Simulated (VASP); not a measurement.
Crystal: BaTiO3.

```
Ba Ti O
1.0
     4.53388   -2.93796   -2.84449
    -4.17915   -2.17324    2.57872
    -4.67624    2.67138   -2.77803
Ba Ti O
2 2 6
Direct
  0.99294 0.49864 0.49912
  0.99812 0.99664 0.00014
  0.49527 0.25090 0.73929
  0.49333 0.75158 0.24081
  0.51082 0.50216 0.01063
  0.51041 0.00231 0.50870
  0.49548 0.49574 0.49913
  0.49557 0.99266 0.99920
  0.01119 0.00687 0.50887
  0.00442 0.50250 0.00167
```

Base run:

```yaml
Program: VASP 6.6.1
Functional: PBEsol
Potentials_or_basis: VASP PAW PBE potentials, release 64 (Ba_sv, Ti_sv, O)
Cutoff: 520 eV
k_mesh: 7 × 7 × 6
Occupations: fermi-dirac, width 0.05 eV
Spin: no spin polarisation
```

Its results: band gap on the k mesh 0.89 eV; pressure 10.4 GPa; largest force 1.036 eV/Å.

The run is repeated on the same cell with these changes: functional from PBEsol to PBE. What comes out?

Band gap on the k mesh 0.94 eV; pressure 16.8 GPa; largest force 1.065 eV/Å.

PBE binds less tightly than PBEsol, so the same cell stands under more pressure.

Caveats: the cell stands under pressure; spin-orbit coupling is left out, which moves the levels of the heavy elements; an odd mesh through Γ misses points on the zone boundary, where band edges can lie; the PAW data sets were made with another functional, which shifts forces and pressure a little (at least some runs); forces of over 1 eV/Å act on the atoms, so gaps and moduli don't describe the material at rest (at least some runs).
